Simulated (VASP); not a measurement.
Write the native input for VASP 6.6.1 that does the following.

```yaml
Task: single point
Functional: r2SCAN
Potentials_or_basis: VASP PAW PBE potentials, release 64 (Ga_d, As)
Cutoff: 520 eV
k_mesh: 6 × 6 × 6
Occupations: gaussian, width 0.01 eV
Spin: no spin polarisation
Dipole_correction: no
Further_INCAR_settings: ALGO = Normal; EDIFF = 1e-06; NBANDS = 16
```

The system is GaAs.

```
CELL_PARAMETERS angstrom
0.00000 2.88865 2.88865
2.88865 0.00000 2.88865
2.88865 2.88865 0.00000
ATOMIC_POSITIONS crystal
Ga 0.00000 0.00000 0.00000
As 0.25000 0.25000 0.25000
```

This cell differs from its parent crystal: volume changed by +6%.

One way to write it, as run:

POSCAR

```
GaAs
1.0
    0.0000000000      2.8886498887      2.8886498887
    2.8886498887      0.0000000000      2.8886498887
    2.8886498887      2.8886498887      0.0000000000
Ga As
1 1
Direct
    0.0000000000      0.0000000000      0.0000000000
    0.2500000000      0.2500000000      0.2500000000
```

INCAR.step1

```
  PREC = Accurate
  ENCUT = 520
  ISMEAR = 0
  SIGMA = 0.01
  LREAL = F
  LASPH = T
  NELM = 60
  NBANDS = 16
  GGA = PE
  ALGO = Normal
  EDIFF = 1E-4
  LWAVE = T
  LCHARG = F
```

INCAR.step2

```
  PREC = Accurate
  ENCUT = 520
  EDIFF = 1E-6
  ISMEAR = 0
  SIGMA = 0.01
  LREAL = F
  LASPH = T
  NELM = 60
  ALGO = Normal
  ISIF = 2
  LWAVE = F
  LCHARG = T
  METAGGA = R2SCAN
  LMIXTAU = T
  LELF = T
  LVHAR = T
  NBANDS = 16
  ISTART = 1
```

KPOINTS

```
Automatic mesh
0
Gamma
  6 6 6
```

Potentials or basis: VASP PAW PBE potentials, release 64 (Ga_d, As).

The run is started by

```bash
$ cat potpaw_PBE.64/Ga_d/POTCAR potpaw_PBE.64/As/POTCAR > POTCAR
$ cp INCAR.step1 INCAR
$ mpirun -np 1 vasp_std > vasp.out
$ cp INCAR.step2 INCAR
$ mpirun -np 1 vasp_std > vasp.out
```

Results of the run:

| Quantity | Value |
| --- | --- |
| Pressure | -3.6 GPa |
| Band gap on the k mesh | 0.48 eV, direct |

Caveat: the PAW data sets were made with another functional, which shifts forces and pressure a little.

Wall time 96 s on 1 thread of Intel(R) Xeon(R) Platinum 8259CL CPU @ 2.50GHz (Skylake/Cascade Lake), on a shared host, peak memory 0.16 GiB.
